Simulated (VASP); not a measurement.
Input of a VASP 6.6.1 run:

INCAR

```
PREC = Accurate
ENCUT = 600
EDIFF = 1E-6
ISMEAR = -1
SIGMA = 0.1
LREAL = False
LASPH = True
NELM = 100
ALGO = Normal
ISIF = 3
LWAVE = False
LCHARG = False
GGA = CA
IBRION = 2
NSW = 80
EDIFFG = -0.01
```

KPOINTS

```
regular mesh
0
Gamma
  4 4 4
```

Contents of POSCAR:

```
Na
1.0
    6.7067694446      0.0000000000      0.0000000000
    0.0000000000      6.7067694446      0.0000000000
    0.0000000000      0.0000000000      6.7067694446
Na
8
Direct
    0.0000000000      0.0000000000      0.0000000000
    0.5000000000      0.5000000000      0.5000000000
    0.2500000000      0.0000000000      0.5000000000
    0.7500000000      0.0000000000      0.5000000000
    0.5000000000      0.2500000000      0.0000000000
    0.5000000000      0.7500000000      0.0000000000
    0.0000000000      0.5000000000      0.2500000000
    0.0000000000      0.5000000000      0.7500000000
```

Potentials or basis: VASP PAW LDA potentials, release 64 (Na_pv).

Run with:

```console
$ cat potpaw_LDA.64/Na_pv/POTCAR > POTCAR
$ mpirun -np 1 vasp_std > vasp.out
```

Task: Estimate the relaxed cell.

Result: a = 6.447 Å, b = 6.447 Å, c = 6.447 Å, α = 90.00°, β = 90.00°, γ = 90.00°.

Task: What does it give for the space group after relaxing (to 0.05 Å)?

Result: Pm-3n (No. 223).

Task: What does it give for the relaxed volume?

Result: 33.49 Å³/atom.

Task: Estimate the band gap on the k mesh.

Result: Zero (band 28 reaches 1.28 eV, above the bottom of band 29 at -0.31 eV).

The path:
```tsv
step	energy change (eV)	largest force (eV/Å)	pressure (GPa)	volume (Å³)
1	0.0000	0.0000	-0.85	301.68
2	-0.0414	0.0000	-0.69	292.99
3	-0.0986	0.0000	-0.01	267.92
```
